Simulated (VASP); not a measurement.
# Ti5Al2C3 in VASP: a series of runs

Ti5Al2C3 is run at these levels: PBEsol; tasks: single point.

Everything below comes from runs of VASP 6.6.1. Logs are shortened: lines on timing, memory, paths and dates and some standing lists are left out, and cuts for length are marked.

### 1 The cell of the first run

The cell holds a disordered packing, 20 atoms: a = 6.502 Å, b = 6.674 Å, c = 6.906 Å, α = 89.09°, β = 88.53°, γ = 90.50°.

### 2 Single point, PBEsol

The input, INCAR:

```
SYSTEM = Ti5Al2C3
ALGO = Normal ; EDIFF = 1E-6
ENCUT = 520 ; GGA = PS
GGA_COMPAT = .FALSE. ; ISIF = 2
ISMEAR = -1 ; ISYM = -1
LASPH = .TRUE. ; LCHARG = .FALSE.
LREAL = Auto ; LWAVE = .FALSE.
NBANDS = 94 ; NELM = 120
PREC = Accurate ; SIGMA = 0.1448
```

The input, KPOINTS:

```
explicit points
1
Reciprocal
  0.25000000   0.25000000   0.25000000 1
```

The input, POSCAR:

```
Ti5Al2C3
1.0
    6.5014610000     -0.0292500000      0.0858630000
   -0.0292500000      6.6734590000      0.0542490000
    0.0858630000      0.0542490000      6.9054160000
Ti Al C
10 4 6
Direct
    0.4344576296      0.4724240552      0.7315033058
    0.3407672539      0.1884658422      0.1564889961
    0.7479280789      0.6169096449      0.4702883823
    0.2970829834      0.7043766598      0.4330571590
    0.9428045219      0.0232648612      0.2660129209
    0.0999893741      0.6170546906      0.0365446502
    0.7418063731      0.3419656385      0.1378858255
    0.8713797882      0.8705694360      0.6976980382
    0.6426916477      0.7807178098      0.0654101660
    0.9491613030      0.3064094658      0.8183185135
    0.0439470223      0.3891379161      0.3966252336
    0.1845271696     -0.0423636992      0.9034236506
    0.2686647736      0.1324309364      0.5165444617
    0.6504140899      0.2074080021      0.5048722363
    0.7702389613      0.0612705868      0.9944283015
    0.0427495043      0.3415983547      0.1070952177
    0.7729586368      0.6161798851      0.8160305346
    0.3131474680      0.8674776473      0.1304365188
    0.4678243728      0.9106674569      0.2781420261
    0.4544078600      0.4223461999      0.4412686099
```

Potentials or basis: VASP PAW PBE potentials, release 64 (Ti_sv, Al, C).

Run with:

```sh
$ cat potpaw_PBE.64/Ti_sv/POTCAR potpaw_PBE.64/Al/POTCAR potpaw_PBE.64/C/POTCAR > POTCAR
$ mpirun -np 1 vasp_std > vasp.out
```

OUTCAR:

```text
SYSTEM = Ti5Al2C3
   EDIFF = 1E-6
   ENCUT = 520
   GGA = PS
   ISIF = 2
   ISMEAR = -1
   ISYM = -1
   LASPH = .TRUE.
   LREAL = Auto
   NELM = 120
   PREC = Accurate

 ion  position               nearest neighbor table
   1  0.434  0.472  0.732-  20 2.04  17 2.48   4 2.73  14 2.75   3 2.84  13 2.94
   2  0.341  0.188  0.156-  18 2.16  19 2.20  16 2.23  13 2.54  12 2.57   7 2.79  11 2.87   5 2.88

   3  0.748  0.617  0.470-  20 2.31  17 2.40   8 2.47  11 2.51  14 2.81   1 2.84
   4  0.297  0.704  0.433-  19 2.03  20 2.15  18 2.34  11 2.68   1 2.73  13 2.93
   5  0.943  0.023  0.266-  15 2.22  16 2.45   7 2.66  11 2.70  14 2.79  13 2.87   2 2.88   9 2.92
                            12 2.96
   6  0.100  0.617  0.037-  16 1.92  18 2.27  12 2.49  10 2.77  11 2.91
   7  0.742  0.342  0.138-  16 1.96  15 2.14  10 2.57   5 2.66  11 2.71  14 2.72   2 2.79
   8  0.871  0.871  0.698-  17 1.97   3 2.47  12 2.58  14 2.99
   9  0.643  0.781  0.065-  19 2.04  15 2.09  17 2.21  18 2.26   5 2.92
  10  0.949  0.306  0.818-  16 2.12  15 2.31  17 2.37   7 2.57   6 2.77  12 2.86  11 3.00  14 3.02

  11  0.044  0.389  0.397-  16 2.03  13 2.41   3 2.51   4 2.68   5 2.70  20 2.70   7 2.71   2 2.87
                            14 2.90   6 2.91  10 3.00
  12  0.185  0.958  0.903-  18 1.89   6 2.49   2 2.57   8 2.58  10 2.86  13 2.93   5 2.96
  13  0.269  0.132  0.517-  20 2.32  11 2.41  14 2.53   2 2.54  19 2.57   5 2.87   4 2.93  12 2.93
                             1 2.94
  14  0.650  0.207  0.505-  20 1.98  13 2.53   7 2.72   1 2.75   5 2.79   3 2.81  11 2.90   8 2.99
                            10 3.02
  15  0.770  0.061  0.994-   9 2.09   7 2.14   5 2.22  10 2.31
  16  0.043  0.342  0.107-   6 1.92   7 1.96  11 2.03  10 2.12   2 2.23   5 2.45
  17  0.773  0.616  0.816-   8 1.97   9 2.21  10 2.37   3 2.40   1 2.48
  18  0.313  0.867  0.130-  19 1.48  12 1.89   2 2.16   9 2.26   6 2.27   4 2.34
  19  0.468  0.911  0.278-  18 1.48   4 2.03   9 2.04   2 2.20  13 2.57
  20  0.454  0.422  0.441-  14 1.98   1 2.04   4 2.15   3 2.31  13 2.32  11 2.70

IMPORTANT INFORMATION: All symmetrisations will be switched off!
NOSYMM: (Re-)initialisation of all symmetry stuff for point group C_1.

----------------------------------------------------------------------------------------

                                     Primitive cell

  volume of cell :     299.5324

  direct lattice vectors                    reciprocal lattice vectors
     6.501461000 -0.029250000  0.085863000     0.153840020  0.000689880 -0.001918290
    -0.029250000  6.673459000  0.054249000     0.000689880  0.149859992 -0.001185879
     0.085863000  0.054249000  6.905416000    -0.001918290 -0.001185879  0.144847036

  length of vectors
     6.502093751  6.673743593  6.906162867     0.153853526  0.149866272  0.144864592

  position of ions in fractional coordinates (direct lattice)
     0.434457630  0.472424055  0.731503306
     0.340767254  0.188465842  0.156488996
     0.747928079  0.616909645  0.470288382
     0.297082983  0.704376660  0.433057159
     0.942804522  0.023264861  0.266012921
     0.099989374  0.617054691  0.036544650
[... 12 lines left out ...]
     0.467824373  0.910667457  0.278142026
     0.454407860  0.422346200  0.441268610

  ion indices of the primitive-cell ions
   primitive index   ion index
                 1           1
                 2           2
                 3           3
                 4           4
                 5           5
                 6           6
[... 12 lines left out ...]
                19          19
                20          20

----------------------------------------------------------------------------------------

 KPOINTS: explicit points

Read explicit list of k-points.

 Found      1 k-points:

 Following reciprocal coordinates:
            Coordinates               Weight
  0.250000  0.250000  0.250000      1.000000
   k-points           NKPTS =      1   k-points in BZ     NKDIM =      1   number of bands    NBANDS=     94
   number of dos      NEDOS =    301   number of ions     NIONS =     20
   total plane-waves  NPLWV = 129600
   dimension x,y,z NGX =    48 NGY =   50 NGZ =   54
   dimension x,y,z NGXF=    96 NGYF=  100 NGZF=  108
   ions per type =              10   4   6
   NGX,Y,Z   is equivalent  to a cutoff of  12.27, 12.46, 13.00 a.u.
   NGXF,Y,Z  is equivalent  to a cutoff of  24.55, 24.91, 26.00 a.u.
 SYSTEM =  Ti5Al2C3
   PREC   = accura    normal or accurate (medium, high low for compatibility)
   ISTART =      0    job   : 0-new  1-cont  2-samecut
   ICHARG =      2    charge: 1-file 2-atom 10-const
   ISPIN  =      1    spin polarized calculation?
   LNONCOLLINEAR =      F non collinear calculations
   LSORBIT =      F    spin-orbit coupling
   LASPH  =      T    aspherical Exc in radial PAW
   ENCUT  =  520.0 eV  38.22 Ry    6.18 a.u.  12.09 12.41 12.84*2*pi/ulx,y,z
   NELM   =    120;   NELMIN=  2; NELMDL= -5     # of ELM steps
   EDIFF  = 0.1E-05   stopping-criterion for ELM
   LREAL  =      T    real-space projection
   EDIFFG = 0.1E-04   stopping-criterion for IOM
   NSW    =      0    number of steps for IOM
   IBRION =     -1    ionic relax: 0-MD 1-quasi-New 2-CG
   NFREE  =      0    steps in history (QN), initial steepest desc. (CG)
   ISIF   =      2    stress and relaxation
   ISYM   =     -1    0-nonsym 1-usesym 2-fastsym
   POTIM  = 0.5000    time-step for ionic-motion
   TEBEG  =    0.0;   TEEND  =   0.0 temperature during run
   PSTRESS=    0.0 pullay stress
   NELECT =     156.0000    total number of electrons
   NUPDOWN=      -1.0000    fix difference up-down
   EMIN   =  10.00;   EMAX   =-10.00  energy-range for DOS
   EFERMI =   0.00;   METHOD = LEGACY
   ISMEAR =    -1;   SIGMA  =   0.14  broadening in eV -4-tet -1-fermi 0-gaus
   EFERMI_NEDOS =   21; number of points for ismear=-14 and -15
   IALGO  =     38    algorithm
   IMIX   =      4    mixing-type and parameters
     AMIX     =   0.40;   BMIX     =  1.00
     AMIX_MAG =   1.60;   BMIX_MAG =  1.00
  volume/ion in A,a.u.               =      14.98       101.07
  Fermi-wavevector in a.u.,A,eV,Ry     =   1.317150  2.489052 23.604517  1.734883
  Thomas-Fermi vector in A             =   2.447211
   LORBIT       =      0    0 simple, 1 ext, 2 COOP (PROOUT), +10 PAW based schemes
   GGA     = PS    functional components
   LHFCALC =     F    Hartree Fock is set to
   AEXX    =    0.0000 exact exchange contribution
   IVDW    =     0    specifies the selected vdW correction
   LEPSILON=     F    determine dielectric tensor
   LRPA    =     F    only Hartree local field effects (RPA)
 non-spin polarized calculation
  energy-cutoff  :      520.00
  volume of cell :      299.53
 maximum number of plane-waves:      8086
 NGX is ok and might be reduce to    48
   NGX = 25   NGY = 25   NGZ = 25

 number of electron     156.0000005 magnetization

 Free energy of the ion-electron system (eV)
  ---------------------------------------------------
  ext. energy  EPLUGINS =         0.00000000
  ---------------------------------------------------
  free energy    TOTEN  =      -153.78772733 eV

  energy without entropy =     -152.54768820  energy(sigma->0) =     -153.16770776

 E-fermi :   7.0831     XC(G=0): -11.0025

 val. band max:        7.0483169425   @ k =   0.2500   0.2500   0.2500
 cond. band min:       7.1043089137   @ k =   0.2500   0.2500   0.2500
 fundamental gap:      0.0559919712
 Fermi energy:         7.0830694726

 k-point     1 :       0.2500    0.2500    0.2500
  band No.  band energies     occupation
      1     -49.7596      2.00000
      2     -49.6045      2.00000
      3     -49.5650      2.00000
      4     -49.5599      2.00000
      5     -49.5398      2.00000
      6     -49.4572      2.00000
[... 82 lines left out ...]
     89       8.2716      0.00054
     90       8.3688      0.00028
 [bands above 90 left out]

------------------------ aborting loop because EDIFF is reached ----------------------------------------

  FORCE on cell =-STRESS in cart. coord.  units (eV):
  Direction    XX          YY          ZZ          XY          YZ          ZX
  --------------------------------------------------------------------------------------
  -------------------------------------------------------------------------------------
  Total      -12.3147692     -8.7273616    -11.2937342      1.9448398      1.2441732      2.3741108
  in kB      -65.8708215    -46.6820339    -60.4093779     10.4028091      6.6549935     12.6989492
  external PRESSURE =     -57.6540778 kB  Pullay stress =       0.0000000 kB

 VOLUME and BASIS-vectors are now :
 -----------------------------------------------------------------------------
  energy-cutoff  :      520.00
  volume of cell :      299.53
      direct lattice vectors                 reciprocal lattice vectors
     6.501461000 -0.029250000  0.085863000     0.153840020  0.000689880 -0.001918290
    -0.029250000  6.673459000  0.054249000     0.000689880  0.149859992 -0.001185879
     0.085863000  0.054249000  6.905416000    -0.001918290 -0.001185879  0.144847036

 POSITION                                       TOTAL-FORCE (eV/Angst)
 -----------------------------------------------------------------------------------
      2.87360      3.17968      5.11427         1.126348     -0.149835      1.401126
      2.22341      1.25624      1.12010         0.382872      1.275507     -0.006027
      4.88496      4.12056      3.34522        -1.018588      0.630567     -0.211832
      1.94805      4.71543      3.05416        -0.541084      0.755860     -0.698664
      6.15177      0.14211      1.91914         0.633783     -0.508851     -0.792055
      0.63517      4.11695      0.29442        -0.246034      0.392720      0.568992
[... 12 lines left out ...]
      3.03879      6.07871      2.01026        -0.645174      0.356220      1.583651
      2.97985      2.82916      3.10907        -0.168401      0.080916     -1.013438
 -----------------------------------------------------------------------------------
    total drift:                               -0.014196     -0.011901      0.008078

  FREE ENERGIE OF THE ION-ELECTRON SYSTEM (eV)
  ---------------------------------------------------
  free  energy   TOTEN  =      -153.7877273261 eV

  energy  without entropy=     -152.5476881977  energy(sigma->0) =     -153.16770776
```

Run time: 97 s. Hardware: 1 thread of Intel Xeon 8259CL, shared host; peak memory 0.3 GiB.

What came out:

| Property | Result |
| --- | --- |
| Free energy | -153.7877 eV |
| Pressure | -5.8 GPa |
| Largest force | 2.855 eV/Å |

Forces on the atoms (eV/Å):
```
Ti   1.126 -0.150  1.401
Ti   0.383  1.276 -0.006
Ti  -1.019  0.631 -0.212
Ti  -0.541  0.756 -0.699
Ti   0.634 -0.509 -0.792
Ti  -0.246  0.393  0.569
Ti  -2.085  0.915 -0.489
Ti   0.518  1.800  1.054
Ti  -0.008  0.348 -1.520
Ti  -0.104 -0.490 -1.259
Al   0.138  0.622 -0.410
Al   0.300  1.369 -2.488
Al  -0.284 -1.406  2.196
Al   1.524 -0.888  0.211
C    0.124 -0.430 -1.113
C    1.094 -1.978  0.916
C   -0.600 -1.871  0.606
C   -0.141 -0.826  1.465
C   -0.645  0.356  1.584
C   -0.168  0.081 -1.013
```

Levels at points of the mesh, in eV from the Fermi level:
| k point | band 74 | band 75 | band 76 | band 77 | band 78 | band 79 | band 80 | band 81 | band 82 | band 83 |
| --- | --- | --- | --- | --- | --- | --- | --- | --- | --- | --- |
| (0.25, 0.25, 0.25) | -0.52 | -0.38 | -0.22 | -0.18 | -0.03 | 0.02 | 0.15 | 0.29 | 0.37 | 0.52 |

Caveat: the atoms stand as in a frame of molecular dynamics; the PAW data sets were made with another functional, which shifts forces and pressure a little.

### 3 Single point, PBEsol

The input, INCAR:

```
PREC = Accurate
ENCUT = 520
EDIFF = 1E-6
ISMEAR = -1
SIGMA = 0.1448
LREAL = Auto
LASPH = True
NELM = 120
ALGO = Normal
ISIF = 2
LWAVE = False
LCHARG = False
GGA = PS
ISYM = -1
NBANDS = 94
GGA_COMPAT = False
```

KPOINTS is that of step 2.

The input, POSCAR:

```
Ti5Al2C3
1.0
    6.5014610000     -0.0292500000      0.0858630000
   -0.0292500000      6.6734590000      0.0542490000
    0.0858630000      0.0542490000      6.9054160000
Ti Al C
10 4 6
Direct
    0.4211271389      0.3872728471      0.7461428241
    0.2974100604      0.2575174094      0.1609130309
    0.6920028935      0.6341371385      0.4444485676
    0.2578789538      0.7340763422      0.4476872692
    1.0010998475     -0.0186831056      0.1606501482
    0.0576612600      0.6248973962     -0.0011900844
    0.6873167893      0.3671767466      0.1001318309
    0.9049345103      0.8658142344      0.7135161809
    0.6598050737      0.7941501460      0.0242006138
    0.8956958137      0.3036554675      0.7726555308
    0.0463057741      0.4236996370      0.4056349054
    0.3000517458     -0.0484372203      0.8591184554
    0.2177519185      0.1222964294      0.4771154566
    0.6745157982      0.1804095862      0.4711904410
    0.7605925469      0.0326028799      0.8970552344
   -0.0083476166      0.3302688476      0.0862544699
    0.6778141955      0.5429499949      0.8010753220
    0.3270368255      0.9345533391      0.1601215702
    0.4705956076      1.0127829136      0.2928841346
    0.3915594942      0.4174580613      0.4104197118
```

Potentials or basis: VASP PAW PBE potentials, release 64 (Ti_sv, Al, C).

Run with:

```sh
$ cat potpaw_PBE.64/Ti_sv/POTCAR potpaw_PBE.64/Al/POTCAR potpaw_PBE.64/C/POTCAR > POTCAR
$ mpirun -np 1 vasp_std > vasp.out
```

It took 1.8 min on 1 thread of Intel Xeon 8259CL, shared host; peak memory 0.31 GiB.

The run converged. Its results:

```
Free energy   : -153.5732 eV
Pressure      : -8.7 GPa
Largest force : 3.503 eV/Å
```

Forces in eV/Å, atoms in the order of the input:
```
Ti   0.198  1.192 -0.518
Ti   0.821  0.880 -2.661
Ti  -0.411 -0.847  0.527
Ti   1.286  0.439 -0.685
Ti  -1.870  1.669 -0.087
Ti   0.323 -0.897  0.396
Ti   0.164 -0.323 -0.388
Ti   0.954 -0.672 -1.404
Ti  -2.816 -1.159  1.064
Ti   0.745 -0.342  0.350
Al  -1.899  0.697 -0.974
Al  -0.014  0.284 -0.856
Al   0.598 -1.227  3.226
Al  -0.956 -0.694 -0.661
C    0.289  2.191  0.547
C    0.634 -0.874  0.617
C    1.661  1.069  0.365
C   -0.330 -0.606 -0.395
C    0.577 -1.204  0.663
C    0.046  0.423  0.873
```

Stress tensor (GPa, compression positive):
```
 -7.83  -2.05  -1.96
 -2.05  -7.82   0.94
 -1.96   0.94 -10.39
```

Levels at points of the mesh, in eV from the Fermi level:
```
           k point  band 75  band 76  band 77  band 78  band 79  band 80  band 81  band 82
(0.25, 0.25, 0.25)    -0.39    -0.28    -0.20    -0.04     0.04     0.17     0.27     0.43
```

Caveat: the atoms stand as in a frame of molecular dynamics; the PAW data sets were made with another functional, which shifts forces and pressure a little.

### 4 Single point, PBEsol

The input, INCAR:

```
SYSTEM = Ti5Al2C3
ALGO     = Normal         ! electronic algorithm
EDIFF    = 1E-6           ! SCF threshold, eV
ENCUT    = 520            ! plane-wave cutoff, eV
GGA      = PS             ! functional
GGA_COMPAT= .FALSE.      
ISIF     = 2              ! what is computed and relaxed
ISMEAR   = -1             ! smearing method
ISYM     = -1           
LASPH    = .TRUE.         ! aspherical terms in the spheres
LCHARG   = .TRUE.         ! write CHGCAR
LELF     = .TRUE.         ! ELF
LREAL    = Auto         
LVHAR    = .TRUE.       
LWAVE    = .FALSE.        ! write WAVECAR
NBANDS   = 94             ! bands
NELM     = 120            ! most SCF steps
PREC     = Accurate       ! precision mode
SIGMA    = 0.1448         ! smearing width, eV
```

KPOINTS is that of step 3.

The input, POSCAR:

```
Ti5Al2C3
1.0
    6.5014610000     -0.0292500000      0.0858630000
   -0.0292500000      6.6734590000      0.0542490000
    0.0858630000      0.0542490000      6.9054160000
Ti Al C
10 4 6
Direct
    0.4804588923      0.4061213038      0.7784761531
    0.3444001673      0.2342948319      0.1329195096
    0.5836351105      0.6293441097      0.4431641844
    0.2440415974      0.7310599226      0.4273036681
    0.9789988680      0.0000506807      0.1553116381
    0.0318432078      0.6119201721     -0.0001247153
    0.7132794656      0.3722625358      0.0741885521
    0.9485436030      0.8074871063      0.6911796237
    0.6164311713      0.8230569114      0.0127202121
    0.9207756061      0.3156423006      0.7275292560
   -0.0531747987      0.4708395698      0.3576853548
    0.3264243918     -0.1489963305      0.7723979445
    0.1870904235      0.1341519691      0.4976631741
    0.6063426916      0.0793844472      0.4270248267
    0.7834796748      0.0623854278      0.8876142636
    0.0397107402      0.3083858818      0.1160390179
    0.7322042316      0.5794394093      0.8417635867
    0.3112505161      0.8892503464      0.0956579813
    0.4284243067      0.8654164486      0.2696680731
    0.4463781224      0.3696070039      0.4626329283
```

Run with:

```sh
$ cat potpaw_PBE.64/Ti_sv/POTCAR potpaw_PBE.64/Al/POTCAR potpaw_PBE.64/C/POTCAR > POTCAR
$ mpirun -np 1 vasp_std > vasp.out
```

Wall time 98 s (1 thread of Intel Xeon 8259CL, shared host); peak memory 0.3 GiB.

It converged, with:

- Free energy: -154.1302 eV
- Pressure: -6.7 GPa
- Largest force: 3.799 eV/Å

Forces on the atoms (eV/Å):
```
Ti  -1.125  0.182 -1.268
Ti  -1.074 -0.789  0.825
Ti   3.041  0.492  0.058
Ti  -2.895 -1.614  0.826
Ti   0.076  1.045 -0.354
Ti   1.419 -0.324  0.532
Ti   0.483 -1.917  0.214
Ti  -3.366  1.754 -0.162
Ti   1.579 -0.214  0.167
Ti  -0.620 -0.228  1.965
Al   0.386 -0.480  0.375
Al   0.143  0.397  1.001
Al   0.165  0.761  0.360
Al   0.771  0.081  0.158
C    0.335  0.380 -0.403
C   -0.323  0.084 -0.921
C    1.545  0.221 -0.366
C   -2.274  0.560 -0.200
C    2.792  1.250 -2.119
C   -1.057 -1.639 -0.688
```

Stress tensor (GPa, compression positive):
```
  2.57   3.06  -0.88
  3.06 -15.46  -1.41
 -0.88  -1.41  -7.30
```

Levels at points of the mesh, in eV from the Fermi level:
```tsv
k point	band 77	band 78	band 79	band 80	band 81	band 82
(0.25, 0.25, 0.25)	-0.17	-0.07	-0.02	0.23	0.40	0.46
```

Caveat: the atoms stand as in a frame of molecular dynamics; the PAW data sets were made with another functional, which shifts forces and pressure a little.

(Continued in part 2 of 2.)
